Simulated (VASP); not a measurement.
**Ge: relaxation of cell and atoms with PBE+D3(BJ)**

The system is Ge.

```
CELL_PARAMETERS angstrom
-2.60330 2.60330 1.42324
2.60330 -2.60330 1.42324
2.60330 2.60330 -1.42324
ATOMIC_POSITIONS crystal
Ge 0.25000 0.75000 0.50000
Ge 0.50000 0.50000 0.00000
```

| Property | Result |
| --- | --- |
| Program | VASP 6.6.1 |
| Task | relaxation of cell and atoms |
| Functional | PBE |
| Dispersion | D3(BJ) |
| Potentials or basis | VASP PAW PBE potentials, release 64 (Ge_d) |
| Cutoff | 600 eV |
| k mesh | 16 × 16 × 16 |
| Occupations | gaussian, width 0.1 eV |
| Spin | no spin polarisation |
| Dipole correction | no |
| Further INCAR settings | ALGO = Normal; EDIFF = 1e-06; IBRION = 2; EDIFFG = -0.005; NSW = 70; ISIF = 3 |

| Quantity | Value |
| --- | --- |
| Relaxed volume | 18.51 Å³/atom |
| Relaxed cell | a = 3.895 Å, b = 3.895 Å, c = 3.895 Å, α = 97.43°, β = 97.43°, γ = 137.85° |
| Space group after relaxing (to 0.05 Å) | I4_1/amd (No. 141) |
| Energy gained by relaxing | 7.0 meV/atom |
| Ionic steps | 11 |
| Pressure after relaxing | 0.0 GPa |
| Band gap on the k mesh | zero (band 14 reaches 8.80 eV, above the bottom of band 15 at 3.47 eV) |
| Dispersion energy per atom | -0.360 eV |

Step by step:
| step | energy change (eV) | largest force (eV/Å) | pressure (GPa) | volume (Å³) |
| --- | --- | --- | --- | --- |
| 1 | 0.0000 | 0.0000 | -2.95 | 38.58 |
| 2 | -0.0127 | 0.0000 | 0.67 | 36.63 |
| 3 | -0.0139 | 0.0000 | 0.09 | 37.05 |
| 4 | -0.0139 | 0.0000 | -0.12 | 37.09 |
| 5 | -0.0139 | 0.0000 | -0.14 | 37.08 |
| 6 | -0.0139 | 0.0000 | -0.15 | 37.08 |
| 7 | -0.0139 | 0.0000 | 0.16 | 37.01 |
| 8 | -0.0139 | 0.0000 | -0.04 | 37.05 |
| 9 | -0.0139 | 0.0000 | -0.05 | 37.04 |
| 10 | -0.0139 | 0.0000 | -0.08 | 37.02 |
| 11 | -0.0139 | 0.0000 | -0.01 | 37.02 |

Final structure:
```cif
data_structure
_symmetry_space_group_name_H-M 'P 1'
_symmetry_Int_Tables_number 1
_cell_length_a 3.8954
_cell_length_b 3.8954
_cell_length_c 3.8954
_cell_angle_alpha 97.430
_cell_angle_beta 97.430
_cell_angle_gamma 137.848
_cell_volume 37.02
loop_
_atom_site_label
_atom_site_type_symbol
_atom_site_fract_x
_atom_site_fract_y
_atom_site_fract_z
_atom_site_occupancy
Ge1 Ge 0.25000 0.75000 0.50000 1
Ge2 Ge 0.50000 0.50000 0.00000 1
```

Levels at points of the mesh, in eV from the Fermi level:
```tsv
k point	band 10	band 11	band 12	band 13	band 14	band 15	band 16	band 17	band 18
(0.00, 0.00, 0.00)	-24.46	-13.34	-4.03	-2.35	-2.35	3.28	7.62	7.62	8.07
(0.50, 0.00, 0.00)	-24.51	-8.10	-6.43	-2.65	-2.02	-1.40	2.46	3.56	5.51
(0.50, 0.50, 0.00)	-24.55	-10.58	-10.58	0.61	0.61	1.94	1.94	7.45	7.45
(0.50, 0.50, 0.50)	-24.59	-8.88	-8.88	-5.94	-5.94	6.06	6.06	11.07	11.07
```

It took 13 min on 1 thread of AMD EPYC 9R45 96-Core Processor (Zen 5) (shared host), peak memory 0.36 GiB.

Caveat: pairwise dispersion overbinds metals, which lowers pressure and volume.
